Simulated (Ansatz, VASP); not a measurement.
# Two plane-wave programs on YIn3N4

Contents of INCAR:

```
SYSTEM = YIn3N4
ALGO = Normal
EDIFF = 1E-7
ENCUT = 520
GGA = PE
ISIF = 2
ISMEAR = 0
LASPH = .True.
LCHARG = .False.
LREAL = .False.
LWAVE = .False.
NBANDS = 45
NELM = 60
PREC = Accurate
SIGMA = 0.01
```

The input KPOINTS:

```
k-points
0
Gamma
  6 6 2
  0 0 0
```

POSCAR

```
YIn3N4
1.0
    3.5692306430      0.0000000000      0.0000000000
   -1.7846153215      3.0910444088      0.0000000000
    0.0000000000      0.0000000000     11.3426528107
In Y N
3 1 4
Direct
    0.3333333333      0.6666666667      0.0030044521
    0.3333333333      0.6666666667      0.4950109370
    0.6666666667      0.3333333333      0.2488378415
    0.6666666667      0.3333333333      0.7445716009
    0.3333333333      0.6666666667      0.1927630929
    0.3333333333      0.6666666667      0.6837441287
    0.6666666667      0.3333333333      0.4388200608
    0.6666666667      0.3333333333      0.9432478861
```

Input for Ansatz:

```yaml
crystal:
  lattice:
    - [3.569230643, 0.0, 0.0]
    - [-1.7846153215, 3.0910444088, 0.0]
    - [0.0, 0.0, 11.3426528107]
  atoms:
    - { symbol: In, position: [0.3333333333, 0.6666666667, 0.0030044521] }
    - { symbol: In, position: [0.3333333333, 0.6666666667, 0.495010937] }
    - { symbol: In, position: [0.6666666667, 0.3333333333, 0.2488378415] }
    - { symbol: "Y", position: [0.6666666667, 0.3333333333, 0.7445716009] }
    - { symbol: "N", position: [0.3333333333, 0.6666666667, 0.1927630929] }
    - { symbol: "N", position: [0.3333333333, 0.6666666667, 0.6837441287] }
    - { symbol: "N", position: [0.6666666667, 0.3333333333, 0.4388200608] }
    - { symbol: "N", position: [0.6666666667, 0.3333333333, 0.9432478861] }
kpoints:
  mp_grid: { grid: [6, 6, 2] }
hamiltonian:
  xc: pbe
scf:
  occupations: { method: fixed }
  n_extra_bands: 6
output:
  forces: true
  stress: true
  eigenvalues: true
```

Alike in both runs: task single point; functional PBE; k mesh 6 × 6 × 2; no spin polarisation.

```csv
,VASP,Ansatz
version,VASP 6.6.1,Ansatz 0.2.0
potentials or method,"VASP PAW PBE potentials, release 64 (In_d, Y_sv, N)","plane waves, PAW"
plane-wave cutoff (eV),520,420
occupations,"gaussian, width 0.01 eV",fixed
valence electrons in the cell,70,70
```

```tsv
	VASP	Ansatz	Ansatz less VASP
gap on the k mesh at the Fermi level (eV)	0.52	0.53	+0.008
pressure (GPa)	8.4	8.3	-0.10
traceless stress, the component that is largest in VASP (GPa)	-0.30	-0.32	-0.013
rms of the force components (eV/Å)	0.047	0.048	+0.0012
```

Atom by atom the forces differ by 0.008 eV/Å (rms over components).
